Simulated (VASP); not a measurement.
Input of a VASP 6.6.1 run:

INCAR

```
SYSTEM = BP
  PREC = Accurate
  ENCUT = 520
  EDIFF = 1E-8
  ISMEAR = 0
  SIGMA = 0.01
  LREAL = .FALSE.
  LASPH = .TRUE.
  NELM = 100
  ALGO = Normal
  ISIF = 2
  LWAVE = .FALSE.
  LCHARG = .TRUE.
  NBANDS = 11
  IBRION = 8
  NSW = 1
```

Contents of KPOINTS:

```
Automatic mesh
0
G
  8 8 8
  0 0 0
```

POSCAR

```
BP
1.0
    0.0000000000      2.2303111462      2.2303111462
    2.2303111462      0.0000000000      2.2303111462
    2.2303111462      2.2303111462      0.0000000000
B P
1 1
Direct
    0.0000000000      0.0000000000      0.0000000000
    0.7500000000      0.7500000000      0.7500000000
```

Potentials or basis: VASP PAW LDA potentials, release 64 (B, P).

Command:

```sh
$ cat potpaw_LDA.64/B/POTCAR potpaw_LDA.64/P/POTCAR > POTCAR
$ mpirun -np 1 vasp_std > vasp.out
```

Predict the highest phonon frequency at Γ, LO-TO splitting left out.

836 cm⁻¹.

Phonon frequencies in cm⁻¹ (negative: imaginary):
```tsv
q point	frequencies
(0.000, 0.000, 0.000)	0 0 0 836 836 836
```

Caveat: the cell wasn't relaxed at this level first, which shifts response properties.
